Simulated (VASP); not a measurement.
# TePb (F-43m) in VASP: notebook

The runs below take TePb through single point, with r2SCAN.

All numbers are computed with VASP 6.6.1; they aren't measurements. Logs are shortened: lines on timing, memory, paths and dates and some standing lists are left out, and cuts for length are marked.

### Step 1. The cell of the first run

It takes space group F-43m (No. 216, cubic). Conventional cell: a = 7.209 Å, b = 7.209 Å, c = 7.209 Å, α = 90.00°, β = 90.00°, γ = 90.00°. Within 4.1 Å of Pb (site symmetry -43m) lie 4 Te at 3.12 Å. Te (site symmetry -43m) has 4 Pb at 3.12 Å within 4.1 Å.

### Step 2. Single point, r2SCAN (46.84 Å³/atom)

The input, POSCAR:

```
TePb
1.0
    0.0000000000      3.6047087695      3.6047087695
    3.6047087695      0.0000000000      3.6047087695
    3.6047087695      3.6047087695      0.0000000000
Pb Te
1 1
Direct
    0.0000000000      0.0000000000      0.0000000000
    0.2500000000      0.2500000000      0.2500000000
```

The input, INCAR.step1:

```
SYSTEM = TePb
ALGO = Normal
EDIFF = 1E-4
ENCUT = 520
GGA = PE
ISMEAR = 0
LASPH = .True.
LCHARG = .False.
LREAL = .False.
LWAVE = .True.
NBANDS = 17
NELM = 60
PREC = Accurate
SIGMA = 0.01
```

The input, INCAR.step2:

```
SYSTEM = TePb
ALGO = Normal
EDIFF = 1E-7
ENCUT = 520
ISIF = 2
ISMEAR = 0
ISTART = 1
LASPH = .True.
LCHARG = .False.
LMIXTAU = .True.
LREAL = .False.
LWAVE = .False.
METAGGA = R2SCAN
NBANDS = 17
NELM = 60
PREC = Accurate
SIGMA = 0.01
```

The input, KPOINTS:

```
k-points
0
Gamma
  6 6 6
  0 0 0
```

Potentials or basis: VASP PAW PBE potentials, release 64 (Pb_d, Te).

Launch:

```sh
cat potpaw_PBE.64/Pb_d/POTCAR potpaw_PBE.64/Te/POTCAR > POTCAR
cp INCAR.step1 INCAR
mpirun -np 1 vasp_std > vasp.out
cp INCAR.step2 INCAR
mpirun -np 1 vasp_std > vasp.out
```

OUTCAR:

```text
SYSTEM = TePb
   EDIFF = 1E-7
   ENCUT = 520
   ISIF = 2
   ISMEAR = 0
   ISTART = 1
   LASPH = .True.
   LREAL = .False.
   METAGGA = R2SCAN
   NELM = 60
   PREC = Accurate

 ion  position               nearest neighbor table
   1  0.000  0.000  0.000-   2 3.12   2 3.12   2 3.12   2 3.12
   2  0.250  0.250  0.250-   1 3.12   1 3.12   1 3.12   1 3.12

  LATTYP: Found a face centered cubic cell.
 ALAT       =     7.2094175390

  Lattice vectors:

 A1 = (   0.0000000000,   3.6047087695,   3.6047087695)
 A2 = (   3.6047087695,   0.0000000000,   3.6047087695)
 A3 = (   3.6047087695,   3.6047087695,   0.0000000000)

Analysis of symmetry for initial positions (statically):
=====================================================================
 Subroutine PRICEL returns:
 Original cell was already a primitive cell.

 Routine SETGRP: Setting up the symmetry group for a
 face centered cubic supercell.

 Subroutine GETGRP returns: Found 24 space group operations
 (whereof 24 operations were pure point group operations)
 out of a pool of 48 trial point group operations.

The static configuration has the point symmetry T_d .

Analysis of symmetry for dynamics (positions and initial velocities):
=====================================================================
 Subroutine PRICEL returns:
 Original cell was already a primitive cell.

 Routine SETGRP: Setting up the symmetry group for a
 face centered cubic supercell.

 Subroutine GETGRP returns: Found 24 space group operations
 (whereof 24 operations were pure point group operations)
 out of a pool of 48 trial point group operations.

The dynamic configuration has the point symmetry T_d .

 Subroutine INISYM returns: Found 24 space group operations
 (whereof 24 operations are pure point group operations),
 and found     1 'primitive' translations

----------------------------------------------------------------------------------------

                                     Primitive cell

  volume of cell :      93.6786

  direct lattice vectors                    reciprocal lattice vectors
     0.000000000  3.604708770  3.604708770    -0.138707461  0.138707461  0.138707461
     3.604708770  0.000000000  3.604708770     0.138707461 -0.138707461  0.138707461
     3.604708770  3.604708770  0.000000000     0.138707461  0.138707461 -0.138707461

  length of vectors
     5.097828030  5.097828030  5.097828030     0.240248369  0.240248369  0.240248369

  position of ions in fractional coordinates (direct lattice)
     0.000000000  0.000000000  0.000000000
     0.250000000  0.250000000  0.250000000

  ion indices of the primitive-cell ions
   primitive index   ion index
                 1           1
                 2           2

----------------------------------------------------------------------------------------

 KPOINTS: k-points

Automatic generation of k-mesh.
 Grid dimensions read from file:
 generate k-points for:    6    6    6

 Generating k-lattice:

  Cartesian coordinates                     Fractional coordinates (reciprocal lattice)
    -0.023117910  0.023117910  0.023117910     0.166666667  0.000000000  0.000000000
     0.023117910 -0.023117910  0.023117910     0.000000000  0.166666667  0.000000000
     0.023117910  0.023117910 -0.023117910     0.000000000  0.000000000  0.166666667

  Length of vectors
     0.040041395  0.040041395  0.040041395

  Shift w.r.t. Gamma in fractional coordinates (k-lattice)
     0.000000000  0.000000000  0.000000000

 Subroutine IBZKPT returns following result:
 ===========================================

 Found     16 irreducible k-points:

 Following reciprocal coordinates:
            Coordinates               Weight
  0.000000  0.000000  0.000000      1.000000
  0.166667  0.000000  0.000000      8.000000
  0.333333  0.000000  0.000000      8.000000
  0.500000  0.000000  0.000000      4.000000
  0.166667  0.166667  0.000000      6.000000
  0.333333  0.166667  0.000000     24.000000
[... 8 lines left out ...]
 -0.333333  0.333333  0.166667     24.000000
 -0.333333  0.500000  0.166667     12.000000
   k-points           NKPTS =     16   k-points in BZ     NKDIM =     16   number of bands    NBANDS=     17
   number of dos      NEDOS =    301   number of ions     NIONS =      2
   total plane-waves  NPLWV =  64000
   dimension x,y,z NGX =    40 NGY =   40 NGZ =   40
   dimension x,y,z NGXF=    80 NGYF=   80 NGZF=   80
   ions per type =               1   1
   NGX,Y,Z   is equivalent  to a cutoff of  13.04, 13.04, 13.04 a.u.
   NGXF,Y,Z  is equivalent  to a cutoff of  26.09, 26.09, 26.09 a.u.
 SYSTEM =  TePb
   PREC   = accura    normal or accurate (medium, high low for compatibility)
   ISTART =      1    job   : 0-new  1-cont  2-samecut
   ICHARG =      0    charge: 1-file 2-atom 10-const
   ISPIN  =      1    spin polarized calculation?
   LNONCOLLINEAR =      F non collinear calculations
   LSORBIT =      F    spin-orbit coupling
   LASPH  =      T    aspherical Exc in radial PAW
   ENCUT  =  520.0 eV  38.22 Ry    6.18 a.u.   9.48  9.48  9.48*2*pi/ulx,y,z
   NELM   =     60;   NELMIN=  2; NELMDL=  0     # of ELM steps
   EDIFF  = 0.1E-06   stopping-criterion for ELM
   LREAL  =      F    real-space projection
   EDIFFG = 0.1E-05   stopping-criterion for IOM
   NSW    =      0    number of steps for IOM
   IBRION =     -1    ionic relax: 0-MD 1-quasi-New 2-CG
   NFREE  =      0    steps in history (QN), initial steepest desc. (CG)
   ISIF   =      2    stress and relaxation
   ISYM   =      2    0-nonsym 1-usesym 2-fastsym
   POTIM  = 0.5000    time-step for ionic-motion
   TEBEG  =    0.0;   TEEND  =   0.0 temperature during run
   PSTRESS=    0.0 pullay stress
   NELECT =      20.0000    total number of electrons
   NUPDOWN=      -1.0000    fix difference up-down
   EMIN   =  10.00;   EMAX   =-10.00  energy-range for DOS
   EFERMI =   0.00;   METHOD = LEGACY
   ISMEAR =     0;   SIGMA  =   0.01  broadening in eV -4-tet -1-fermi 0-gaus
   EFERMI_NEDOS =   21; number of points for ismear=-14 and -15
   IALGO  =     38    algorithm
   IMIX   =      4    mixing-type and parameters
     AMIX     =   0.40;   BMIX     =  1.00
     AMIX_MAG =   1.60;   BMIX_MAG =  1.00
  volume/ion in A,a.u.               =      46.84       316.09
  Fermi-wavevector in a.u.,A,eV,Ry     =   0.978449  1.849000 13.025694  0.957362
  Thomas-Fermi vector in A             =   2.109225
   LORBIT       =      0    0 simple, 1 ext, 2 COOP (PROOUT), +10 PAW based schemes
   METAGGA = R2SCAN    functional components
   LHFCALC =     F    Hartree Fock is set to
   AEXX    =    0.0000 exact exchange contribution
   IVDW    =     0    specifies the selected vdW correction
   LEPSILON=     F    determine dielectric tensor
   LRPA    =     F    only Hartree local field effects (RPA)
 non-spin polarized calculation
 Gauss-broadening in eV      SIGMA  =   0.01
  energy-cutoff  :      520.00
  volume of cell :       93.68
 maximum number of plane-waves:      2565
 NGX is ok and might be reduce to    40
   NGX = 19   NGY = 19   NGZ = 19

 number of electron      20.0000003 magnetization

 Free energy of the ion-electron system (eV)
  ---------------------------------------------------
  ext. energy  EPLUGINS =         0.00000000
  ---------------------------------------------------
  free energy    TOTEN  =       -82.20450539 eV

  energy without entropy =      -82.20450539  energy(sigma->0) =      -82.20450539

 E-fermi :   2.8234     XC(G=0):  -8.0622

 val. band max:        2.7504561218   @ k =  -0.3333   0.5000   0.1667
 cond. band min:       3.5941888391   @ k =   0.5000   0.5000   0.0000
 fundamental gap:      0.8437327173
 Fermi energy:         2.8234262863

 k-point     1 :       0.0000    0.0000    0.0000
  band No.  band energies     occupation
      1     -14.6773      2.00000
      2     -14.6773      2.00000
      3     -14.6773      2.00000
      4     -14.6442      2.00000
      5     -14.6442      2.00000
      6      -9.1164      2.00000
[... 9 lines left out ...]
     16      10.3943      0.00000
     17      11.2230      0.00000

 k-point     2 :       0.1667    0.0000    0.0000
  band No.  band energies     occupation
      1     -14.6804      2.00000
      2     -14.6757      2.00000
      3     -14.6757      2.00000
      4     -14.6441      2.00000
      5     -14.6441      2.00000
      6      -8.9580      2.00000
[... 9 lines left out ...]
     16       9.7465      0.00000
     17      10.6153      0.00000

 k-point     3 :       0.3333    0.0000    0.0000
  band No.  band energies     occupation
      1     -14.6867      2.00000
      2     -14.6728      2.00000
      3     -14.6728      2.00000
      4     -14.6437      2.00000
      5     -14.6437      2.00000
      6      -8.5680      2.00000
[... 9 lines left out ...]
     16       9.8659      0.00000
     17      10.9649      0.00000

 k-point     4 :       0.5000    0.0000    0.0000
  band No.  band energies     occupation
      1     -14.6898      2.00000
      2     -14.6715      2.00000
      3     -14.6715      2.00000
      4     -14.6433      2.00000
      5     -14.6433      2.00000
      6      -8.3096      2.00000
[... 9 lines left out ...]
     16      10.6689      0.00000
     17      10.6689      0.00000
[... 183 lines left out ...]
      1     -14.6933      2.00000
      2     -14.6698      2.00000
      3     -14.6680      2.00000
      4     -14.6456      2.00000
      5     -14.6424      2.00000
      6      -8.2376      2.00000
[... 9 lines left out ...]
     16      11.0957      0.00000
     17      11.8951      0.00000

 k-point    15 :      -0.3333    0.3333    0.1667
  band No.  band energies     occupation
      1     -14.6948      2.00000
      2     -14.6696      2.00000
      3     -14.6665      2.00000
      4     -14.6453      2.00000
      5     -14.6428      2.00000
      6      -8.0157      2.00000
[... 9 lines left out ...]
     16      10.9386      0.00000
     17      11.8077      0.00000

 k-point    16 :      -0.3333    0.5000    0.1667
  band No.  band energies     occupation
      1     -14.6978      2.00000
      2     -14.6679      2.00000
      3     -14.6647      2.00000
      4     -14.6466      2.00000
      5     -14.6419      2.00000
      6      -7.8914      2.00000
[... 9 lines left out ...]
     16      11.5649      0.00000
     17      11.8516      0.00000

------------------------ aborting loop because EDIFF is reached ----------------------------------------

  FORCE on cell =-STRESS in cart. coord.  units (eV):
  Direction    XX          YY          ZZ          XY          YZ          ZX
  --------------------------------------------------------------------------------------
  -------------------------------------------------------------------------------------
  Total        0.5185532      0.5185532      0.5185532      0.0000000     -0.0000000     -0.0000000
  in kB        8.8687690      8.8687690      8.8687690      0.0000000     -0.0000000     -0.0000000
  external PRESSURE =       8.8687690 kB  Pullay stress =       0.0000000 kB

 VOLUME and BASIS-vectors are now :
 -----------------------------------------------------------------------------
  energy-cutoff  :      520.00
  volume of cell :       93.68
      direct lattice vectors                 reciprocal lattice vectors
     0.000000000  3.604708770  3.604708770    -0.138707461  0.138707461  0.138707461
     3.604708770  0.000000000  3.604708770     0.138707461 -0.138707461  0.138707461
     3.604708770  3.604708770  0.000000000     0.138707461  0.138707461 -0.138707461

 POSITION                                       TOTAL-FORCE (eV/Angst)
 -----------------------------------------------------------------------------------
      0.00000      0.00000      0.00000         0.000000      0.000000      0.000000
      1.80235      1.80235      1.80235        -0.000000     -0.000000     -0.000000
 -----------------------------------------------------------------------------------
    total drift:                                0.000000      0.000000      0.000000

  FREE ENERGIE OF THE ION-ELECTRON SYSTEM (eV)
  ---------------------------------------------------
  free  energy   TOTEN  =       -82.2045053906 eV

  energy  without entropy=      -82.2045053906  energy(sigma->0) =      -82.20450539
```

Wall time 80 s (1 thread of Intel Xeon Platinum 8488C (Sapphire Rapids), shared host); peak memory 0.25 GiB.

What came out:

| Item | Value |
| --- | --- |
| Free energy | -82.2045 eV |
| Pressure | 0.9 GPa |
| Band gap on the k mesh | 0.84 eV (least direct gap 1.34 eV) |

Caveat: the PAW data sets were made with another functional, which shifts forces and pressure a little; spin-orbit coupling is left out, which moves the levels of the heavy elements.

(Continued in part 2 of 3.)
